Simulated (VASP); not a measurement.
A run of VASP 6.6.1 is set up as follows.

Contents of INCAR:

```
PREC = Accurate ; ENCUT = 520
EDIFF = 1E-6 ; ISMEAR = 0
SIGMA = 0.013000000000000001 ; LREAL = F
LASPH = T ; NELM = 60
ALGO = Normal ; ISIF = 2
LWAVE = F ; LCHARG = T
GGA = PE ; LELF = T
LVHAR = T ; NBANDS = 11
```

File KPOINTS:

```
Automatic mesh
0
Gamma
  11 11 11
```

Contents of POSCAR:

```
MgO
1.0
    0.0000000000      2.0970013927      2.0970013927
    2.0970013927      0.0000000000      2.0970013927
    2.0970013927      2.0970013927      0.0000000000
Mg O
1 1
Direct
    0.0000000000      0.0000000000      0.0000000000
    0.5000000000      0.5000000000      0.5000000000
```

Potentials or basis: VASP PAW PBE potentials, release 64 (Mg, O).

Launch:

```sh
$ cat potpaw_PBE.64/Mg/POTCAR potpaw_PBE.64/O/POTCAR > POTCAR
$ mpirun -np 1 vasp_std > vasp.out
```

(1) Predict the pressure.

(2) Predict the band gap on the k mesh.

Results:

(1) 6.2 GPa.

(2) 4.85 eV, direct.
